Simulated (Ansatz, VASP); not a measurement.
Au in VASP and in Ansatz

```
CELL_PARAMETERS angstrom
2.90000 0.00000 0.00000
-1.45000 2.51147 0.00000
0.00000 0.00000 4.88000
ATOMIC_POSITIONS crystal
Au 0.66667 0.33333 0.25000
Au 0.33333 0.66667 0.75000
```

Alike in both runs: task single point; functional HSE06; k mesh 6 × 6 × 4; occupations fermi-dirac, width 0.05 eV; no spin polarisation.

```csv
,VASP,Ansatz
version,VASP 6.6.1,Ansatz 0.2.0
potentials or method,"VASP PAW PBE potentials, release 64 (Au)",Ansatz PAW
plane-wave cutoff (eV),520,420
valence electrons in the cell,22,38
```

Ansatz gave:

| Quantity | Value |
| --- | --- |
| gap on the k mesh at the Fermi level (eV) | none |
| pressure (GPa) | 0.1 |
| traceless stress, the component that is largest in VASP (GPa) | -5.25 |

Problem. What did VASP give for the same quantities?

Solution. gap on the k mesh at the Fermi level (eV): none; pressure (GPa): 0.1; traceless stress, the component that is largest in VASP (GPa): -5.30.

A gap of «none» marks a metal or a gap that the smearing closes. The functional is the same, so the differences come from potentials, cutoffs and numerics. VASP's potentials hold 22 valence electrons a cell and Ansatz's 38, so a difference there can come from the potentials and not from the codes.

The k mesh is coarse, so the values compare programs but aren't converged. Neither program's run includes spin-orbit coupling.
